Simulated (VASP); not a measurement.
# LuBiF6 (R-3) in VASP: single point with r2SCAN+rVV10

Aim: the single point of LuBiF6 with r2SCAN+rVV10.

Program: VASP 6.6.1. These are calculated values, not measurements. Logs are shortened: lines on timing, memory, paths and dates and some standing lists are left out, and cuts for length are marked.

### 1 The cell of the first run

Symmetry: R-3, No. 148, trigonal system. The conventional cell has a = 5.367 Å, b = 5.367 Å, c = 16.004 Å, α = 90.00°, β = 90.00°, γ = 120.00°. Within 2.8 Å of Lu (site symmetry -3) lie 6 F at 2.13 Å. Within 3.0 Å of Bi (site symmetry -3) lie 6 F at 2.27 Å. Within 2.8 Å of F (site symmetry 1) lie 1 Lu at 2.13 Å and 1 Bi at 2.27 Å.

### 2 Single point, r2SCAN+rVV10

POSCAR

```
LuBiF6
1.0
    2.6837259470      1.5494498942      5.3346369491
   -2.6837259470      1.5494498942      5.3346369491
    0.0000000000     -3.0988997996      5.3346369459
Lu Bi F
1 1 6
Direct
    0.0000000000      0.0000000000      0.0000000000
    0.5000000000      0.5000000000      0.5000000000
    0.6077671330      0.2414531796     -0.0902285459
    0.2414531796     -0.0902285459      0.6077671330
    1.0902285459      0.3922328670      0.7585468204
    0.7585468204      1.0902285459      0.3922328670
    0.3922328670      0.7585468204      1.0902285459
   -0.0902285459      0.6077671330      0.2414531796
```

INCAR.step1

```
SYSTEM = LuBiF6
PREC = Accurate
ENCUT = 520
ISMEAR = -1
SIGMA = 0.03
LREAL = .False.
LASPH = .True.
NELM = 80
NBANDS = 51
GGA = PE
ALGO = Normal
EDIFF = 1E-4
LWAVE = .True.
LCHARG = .False.
```

INCAR.step2

```
SYSTEM = LuBiF6
PREC = Accurate
ENCUT = 520
EDIFF = 1E-7
ISMEAR = -1
SIGMA = 0.03
LREAL = .False.
LASPH = .True.
NELM = 80
ALGO = Normal
ISIF = 2
LWAVE = .False.
LCHARG = .False.
METAGGA = R2SCAN
LMIXTAU = .True.
LUSE_VDW = .True.
IVDW_NL = 2
BPARAM = 11.95
CPARAM = 0.0093
NBANDS = 51
ISTART = 1
```

KPOINTS

```
regular mesh
0
Gamma
  4 4 4
  0 0 0
```

Potentials or basis: VASP PAW PBE potentials, release 64 (Lu, Bi_d, F).

Run with:

```sh
cat potpaw_PBE.64/Lu/POTCAR potpaw_PBE.64/Bi_d/POTCAR potpaw_PBE.64/F/POTCAR > POTCAR
cp INCAR.step1 INCAR
mpirun -np 1 vasp_std > vasp.out
cp INCAR.step2 INCAR
mpirun -np 1 vasp_std > vasp.out
```

OUTCAR:

```text
SYSTEM = LuBiF6
   PREC = Accurate
   ENCUT = 520
   EDIFF = 1E-7
   ISMEAR = -1
   LREAL = .False.
   LASPH = .True.
   NELM = 80
   ISIF = 2
   METAGGA = R2SCAN
   IVDW_NL = 2
   BPARAM = 11.95
   ISTART = 1

 ion  position               nearest neighbor table
   1  0.000  0.000  0.000-   5 2.13   8 2.13   7 2.13   3 2.13   4 2.13   6 2.13
   2  0.500  0.500  0.500-   5 2.27   8 2.27   6 2.27   4 2.27   7 2.27   3 2.27
   3  0.608  0.241  0.910-   1 2.13   2 2.27
   4  0.241  0.910  0.608-   1 2.13   2 2.27
   5  0.090  0.392  0.759-   1 2.13   2 2.27
   6  0.759  0.090  0.392-   1 2.13   2 2.27
   7  0.392  0.759  0.090-   1 2.13   2 2.27
   8  0.910  0.608  0.241-   1 2.13   2 2.27

  LATTYP: Found a trigonal (rhomboedric) cell.
 ALAT       =     6.1694028327
 COS(alpha) =     0.6215399270

  Lattice vectors:

 A1 = (   2.6837259470,   1.5494498942,   5.3346369491)
 A2 = (  -2.6837259470,   1.5494498942,   5.3346369491)
 A3 = (   0.0000000000,  -3.0988997996,   5.3346369459)

Analysis of symmetry for initial positions (statically):
=====================================================================
 Subroutine PRICEL returns:
 Original cell was already a primitive cell.

 Routine SETGRP: Setting up the symmetry group for a
 trigonal (rhombohedral) supercell.

 Subroutine GETGRP returns: Found  6 space group operations
 (whereof  6 operations were pure point group operations)
 out of a pool of 12 trial point group operations.

The static configuration has the point symmetry S_6 .

Analysis of symmetry for dynamics (positions and initial velocities):
=====================================================================
 Subroutine PRICEL returns:
 Original cell was already a primitive cell.

 Routine SETGRP: Setting up the symmetry group for a
 trigonal (rhombohedral) supercell.

 Subroutine GETGRP returns: Found  6 space group operations
 (whereof  6 operations were pure point group operations)
 out of a pool of 12 trial point group operations.

The dynamic configuration has the point symmetry S_6 .

 Subroutine INISYM returns: Found  6 space group operations
 (whereof  6 operations are pure point group operations),
 and found     1 'primitive' translations

----------------------------------------------------------------------------------------

                                     Primitive cell

  volume of cell :     133.0981

  direct lattice vectors                    reciprocal lattice vectors
     2.683725947  1.549449894  5.334636949     0.186308144  0.107565057  0.062484727
    -2.683725947  1.549449894  5.334636949    -0.186308144  0.107565057  0.062484727
     0.000000000 -3.098899800  5.334636946     0.000000000 -0.215130114  0.062484727

  length of vectors
     6.169402833  6.169402833  6.169402833     0.224020774  0.224020774  0.224020774

  position of ions in fractional coordinates (direct lattice)
     0.000000000  0.000000000  0.000000000
     0.500000000  0.500000000  0.500000000
     0.607767133  0.241453180  0.909771454
     0.241453180  0.909771454  0.607767133
     0.090228546  0.392232867  0.758546820
     0.758546820  0.090228546  0.392232867
     0.392232867  0.758546820  0.090228546
     0.909771454  0.607767133  0.241453180

  ion indices of the primitive-cell ions
   primitive index   ion index
                 1           1
                 2           2
                 3           3
                 4           4
                 5           5
                 6           6
                 7           7
                 8           8

----------------------------------------------------------------------------------------

 KPOINTS: regular mesh

Automatic generation of k-mesh.
 Grid dimensions read from file:
 generate k-points for:    4    4    4

 Generating k-lattice:

  Cartesian coordinates                     Fractional coordinates (reciprocal lattice)
     0.046577036  0.026891264  0.015621182     0.250000000 -0.000000000  0.000000000
    -0.046577036  0.026891264  0.015621182    -0.000000000  0.250000000  0.000000000
     0.000000000 -0.053782529  0.015621182     0.000000000  0.000000000  0.250000000

  Length of vectors
     0.056005193  0.056005193  0.056005193

  Shift w.r.t. Gamma in fractional coordinates (k-lattice)
     0.000000000  0.000000000  0.000000000

 Subroutine IBZKPT returns following result:
 ===========================================

 Found     14 irreducible k-points:

 Following reciprocal coordinates:
            Coordinates               Weight
  0.000000  0.000000  0.000000      1.000000
  0.250000 -0.000000  0.000000      6.000000
  0.500000 -0.000000  0.000000      3.000000
  0.250000  0.250000  0.000000      6.000000
  0.500000  0.250000 -0.000000      6.000000
  0.500000  0.000000 -0.250000      6.000000
 -0.250000  0.250000  0.000000      6.000000
  0.500000  0.500000  0.000000      3.000000
  0.250000  0.250000  0.250000      2.000000
  0.500000  0.250000  0.250000      6.000000
 -0.250000  0.250000  0.250000      6.000000
  0.500000  0.500000  0.250000      6.000000
 -0.250000  0.500000  0.250000      6.000000
  0.500000  0.500000  0.500000      1.000000
   k-points           NKPTS =     14   k-points in BZ     NKDIM =     14   number of bands    NBANDS=     51
   number of dos      NEDOS =    301   number of ions     NIONS =      8
   total plane-waves  NPLWV = 110592
   dimension x,y,z NGX =    48 NGY =   48 NGZ =   48
   dimension x,y,z NGXF=    96 NGYF=   96 NGZF=   96
   ions per type =               1   1   6
   NGX,Y,Z   is equivalent  to a cutoff of  12.93, 12.93, 12.93 a.u.
   NGXF,Y,Z  is equivalent  to a cutoff of  25.87, 25.87, 25.87 a.u.
 SYSTEM =  LuBiF6
   PREC   = accura    normal or accurate (medium, high low for compatibility)
   ISTART =      1    job   : 0-new  1-cont  2-samecut
   ICHARG =      0    charge: 1-file 2-atom 10-const
   ISPIN  =      1    spin polarized calculation?
   LNONCOLLINEAR =      F non collinear calculations
   LSORBIT =      F    spin-orbit coupling
   LASPH  =      T    aspherical Exc in radial PAW
   ENCUT  =  520.0 eV  38.22 Ry    6.18 a.u.  11.47 11.47 11.47*2*pi/ulx,y,z
   NELM   =     80;   NELMIN=  2; NELMDL=  0     # of ELM steps
   EDIFF  = 0.1E-06   stopping-criterion for ELM
   LREAL  =      F    real-space projection
   EDIFFG = 0.1E-05   stopping-criterion for IOM
   NSW    =      0    number of steps for IOM
   IBRION =     -1    ionic relax: 0-MD 1-quasi-New 2-CG
   NFREE  =      0    steps in history (QN), initial steepest desc. (CG)
   ISIF   =      2    stress and relaxation
   ISYM   =      2    0-nonsym 1-usesym 2-fastsym
   POTIM  = 0.5000    time-step for ionic-motion
   TEBEG  =    0.0;   TEEND  =   0.0 temperature during run
   PSTRESS=    0.0 pullay stress
   NELECT =      82.0000    total number of electrons
   NUPDOWN=      -1.0000    fix difference up-down
   EMIN   =  10.00;   EMAX   =-10.00  energy-range for DOS
   EFERMI =   0.00;   METHOD = LEGACY
   ISMEAR =    -1;   SIGMA  =   0.03  broadening in eV -4-tet -1-fermi 0-gaus
   EFERMI_NEDOS =   21; number of points for ismear=-14 and -15
   IALGO  =     38    algorithm
   IMIX   =      4    mixing-type and parameters
     AMIX     =   0.40;   BMIX     =  1.00
     AMIX_MAG =   1.60;   BMIX_MAG =  1.00
  volume/ion in A,a.u.               =      16.64       112.27
  Fermi-wavevector in a.u.,A,eV,Ry     =   1.393014  2.632415 26.401945  1.940488
  Thomas-Fermi vector in A             =   2.516701
   LORBIT       =      0    0 simple, 1 ext, 2 COOP (PROOUT), +10 PAW based schemes
   METAGGA = R2SCAN    functional components
   LHFCALC =     F    Hartree Fock is set to
   AEXX    =    0.0000 exact exchange contribution
   IVDW_NL    =     2    kernel type
   BPARAM     =11.9500
   IVDW    =     0    specifies the selected vdW correction
   LEPSILON=     F    determine dielectric tensor
   LRPA    =     F    only Hartree local field effects (RPA)
 non-spin polarized calculation
  energy-cutoff  :      520.00
  volume of cell :      133.10
 maximum number of plane-waves:      3604
 NGX is ok and might be reduce to    48
   NGX = 23   NGY = 23   NGZ = 23

 number of electron      81.9999979 magnetization

 Free energy of the ion-electron system (eV)
  ---------------------------------------------------
  ext. energy  EPLUGINS =         0.00000000
  ---------------------------------------------------
  free energy    TOTEN  =      -139.38324626 eV

  energy without entropy =     -139.38324626  energy(sigma->0) =     -139.38324626

 E-fermi :  -0.3532     XC(G=0):  -9.6792

 val. band max:       -1.0144089285   @ k =   0.5000   0.5000   0.5000
 cond. band min:       4.4974107463   @ k =   0.5000  -0.0000   0.0000
 fundamental gap:      5.5118196748
 Fermi energy:        -0.3531588493

 k-point     1 :       0.0000    0.0000    0.0000
  band No.  band energies     occupation
      1     -55.3056      2.00000
      2     -26.1155      2.00000
      3     -26.0429      2.00000
      4     -26.0429      2.00000
      5     -24.1047      2.00000
      6     -24.1047      2.00000
[... 43 lines left out ...]
     50      10.9575      0.00000
     51      11.2442      0.00000

 k-point     2 :       0.2500   -0.0000    0.0000
  band No.  band energies     occupation
      1     -55.3056      2.00000
      2     -26.1259      2.00000
      3     -26.0686      2.00000
      4     -26.0597      2.00000
      5     -23.9587      2.00000
      6     -23.9527      2.00000
[... 43 lines left out ...]
     50      10.9450      0.00000
     51      11.2877      0.00000

 k-point     3 :       0.5000   -0.0000    0.0000
  band No.  band energies     occupation
      1     -55.3056      2.00000
      2     -26.1360      2.00000
      3     -26.0930      2.00000
      4     -26.0757      2.00000
      5     -23.6259      2.00000
      6     -23.5998      2.00000
[... 583 lines left out ...]
     50      10.3998      0.00000
     51      10.5568      0.00000

 k-point    14 :       0.5000    0.5000    0.5000
  band No.  band energies     occupation
      1     -55.3056      2.00000
      2     -26.1462      2.00000
      3     -26.0732      2.00000
      4     -26.0732      2.00000
      5     -23.6820      2.00000
      6     -23.5961      2.00000
[... 43 lines left out ...]
     50      11.4734      0.00000
     51      11.4737      0.00000

------------------------ aborting loop because EDIFF is reached ----------------------------------------

  FORCE on cell =-STRESS in cart. coord.  units (eV):
  Direction    XX          YY          ZZ          XY          YZ          ZX
  --------------------------------------------------------------------------------------
  -------------------------------------------------------------------------------------
  Total        0.4485227      0.4485227      0.6491762     -0.0000222     -0.0000000      0.0000000
  in kB        5.3991228      5.3991228      7.8145030     -0.0002676     -0.0000000      0.0000000
  external PRESSURE =       6.2042495 kB  Pullay stress =       0.0000000 kB

 VOLUME and BASIS-vectors are now :
 -----------------------------------------------------------------------------
  energy-cutoff  :      520.00
  volume of cell :      133.10
      direct lattice vectors                 reciprocal lattice vectors
     2.683725947  1.549449894  5.334636949     0.186308144  0.107565057  0.062484727
    -2.683725947  1.549449894  5.334636949    -0.186308144  0.107565057  0.062484727
     0.000000000 -3.098899800  5.334636946     0.000000000 -0.215130114  0.062484727

 POSITION                                       TOTAL-FORCE (eV/Angst)
 -----------------------------------------------------------------------------------
      0.00000      0.00000      0.00000        -0.000000     -0.000000      0.000000
      0.00000     -0.00000      8.00196        -0.000000     -0.000000      0.000000
      0.98309     -1.50347      9.38358        -0.073566     -0.028908     -0.042950
     -1.79358     -0.09964      9.38358         0.011748      0.078165     -0.042950
     -0.81050     -1.60311      6.62033        -0.061819      0.049256      0.042950
      1.79358      0.09964      6.62033        -0.011748     -0.078165      0.042950
     -0.98309      1.50347      6.62033         0.073566      0.028908      0.042950
      0.81050      1.60311      9.38358         0.061819     -0.049256     -0.042950
 -----------------------------------------------------------------------------------
    total drift:                               -0.000000      0.000000     -0.000000

  FREE ENERGIE OF THE ION-ELECTRON SYSTEM (eV)
  ---------------------------------------------------
  free  energy   TOTEN  =      -139.3832462569 eV

  energy  without entropy=     -139.3832462569  energy(sigma->0) =     -139.38324626
```

It took 7.4 min on 1 thread of Intel Xeon 6975P-C (Granite Rapids), shared host; peak memory 0.8 GiB.

What came out:

```yaml
Free_energy: -139.3832 eV
Pressure: 0.6 GPa
Largest_force: 0.090 eV/Å
Band_gap_on_the_k_mesh: 5.51 eV (least direct gap 5.55 eV)
```

Forces on the atoms (eV/Å):
```
Lu   0.000  0.000  0.000
Bi   0.000  0.000  0.000
F   -0.074 -0.029 -0.043
F    0.012  0.078 -0.043
F   -0.062  0.049  0.043
F   -0.012 -0.078  0.043
F    0.074  0.029  0.043
F    0.062 -0.049 -0.043
```

Caveat: the PAW data sets were made with another functional, which shifts forces and pressure a little; spin-orbit coupling is left out, which moves the levels of the heavy elements. A k mesh can miss the band edges.
